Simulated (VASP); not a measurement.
Write the native input for VASP 6.6.1 that does the following.

```yaml
Task: relaxation of the atoms
Functional: PBEsol
Potentials_or_basis: VASP PAW PBE potentials, release 64 (Cu)
Cutoff: 520 eV
k_mesh: 14 × 14 × 1
Occupations: gaussian, width 0.1 eV
Spin: no spin polarisation
Dipole_correction: yes
Further_INCAR_settings: ALGO = Normal; EDIFF = 1e-07; IBRION = 2; EDIFFG = -0.02; NSW = 80
```

The structure of Cu lies in POSCAR:

```
Cu
1.0
    2.5196845177      0.0000000000      0.0000000000
    0.0000000000      2.5196845177      0.0000000000
    0.0000000000      0.0000000000     25.6901160533
Cu
7
Direct
    0.5000000000      0.5000000000      0.2919410712
    0.0000000000      0.0000000000      0.3612940475
    0.5000000000      0.5000000000      0.4306470237
    0.0000000000      0.0000000000      0.5000000000
    0.5000000000      0.5000000000      0.5693529763
    0.0000000000      0.0000000000      0.6387059525
    0.5000000000      0.5000000000      0.7080589288
```

These files were run (other wordings do the same):

INCAR

```
PREC = Accurate
ENCUT = 520
EDIFF = 1E-7
ISMEAR = 0
SIGMA = 0.1
LREAL = False
LASPH = True
NELM = 100
ALGO = Normal
ISIF = 2
LWAVE = False
LCHARG = False
LDIPOL = True
IDIPOL = 3
DIPOL = 0.5 0.5 0.500
GGA = PS
IBRION = 2
NSW = 80
EDIFFG = -0.02
KPAR = 2
```

KPOINTS

```
regular mesh
0
Gamma
  14 14 1
```

Potentials or basis: VASP PAW PBE potentials, release 64 (Cu).

Launch:

```console
$ cat potpaw_PBE.64/Cu/POTCAR > POTCAR
$ mpirun -np 2 vasp_std > vasp.out
```

It gave:

```
Energy gained by relaxing    : 1.6 meV/atom
Ionic steps                  : 5
Largest force after relaxing : 0.008 eV/Å
Band gap on the k mesh       : zero (an odd number of electrons rules out a gap without spin polarisation)
```

Caveat: the PAW data sets were made with another functional, which shifts forces and pressure a little.

Run time: 7.5 min on 2 MPI ranks on Intel(R) Xeon(R) Platinum 8488C (Sapphire Rapids), on a shared host, peak memory 0.37 GiB a rank.
